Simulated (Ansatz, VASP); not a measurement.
**MgO in VASP and in Ansatz**

```
Mg O
1.0
     4.27030    0.00000    0.00000
     0.00000   -4.27030    0.00000
     0.00000    0.00000   -4.27030
Mg O
4 4
Direct
  0.00994 0.49006 0.50000
  0.50000 0.00000 0.50000
  0.50000 0.50000 0.00000
  0.00000 0.00000 0.00000
  0.50000 0.00000 0.00000
  0.00000 0.50000 0.00000
  0.00000 0.00000 0.50000
  0.50000 0.50000 0.50000
```

Alike in both runs: task single point; functional PBEsol; k mesh 6 × 6 × 6; occupations gaussian, width 0.05 eV; no spin polarisation.

|  | VASP | Ansatz |
| --- | --- | --- |
| version | VASP 6.6.1 | Ansatz 0.2.0 |
| potentials or method | VASP PAW PBE potentials, release 64 (Mg, O), cutoff 520 eV | scalar-relativistic, plane waves, PAW |
| valence electrons in the cell | 32 | 64 |

Ansatz gave:

```
gap on the k mesh at the Fermi level (eV)                     : 4.25
least direct gap on the mesh (eV)                             : 4.25
pressure (GPa)                                                : -5.7
traceless stress, the component that is largest in VASP (GPa) : -0.08
rms of the force components (eV/Å)                            : 0.116
```

Q: Estimate VASP's values.

A: gap on the k mesh at the Fermi level (eV): 4.25; least direct gap on the mesh (eV): 4.25; pressure (GPa): -6.3; traceless stress, the component that is largest in VASP (GPa): -0.08; rms of the force components (eV/Å): 0.117.

VASP's potentials were made for PBE, not for PBEsol. Atom by atom the forces differ by 0.001 eV/Å (rms over components). The functional is the same, so the differences come from potentials, cutoffs and numerics. VASP's potentials hold 32 valence electrons a cell and Ansatz's 64, so a difference there can come from the potentials and not from the codes.
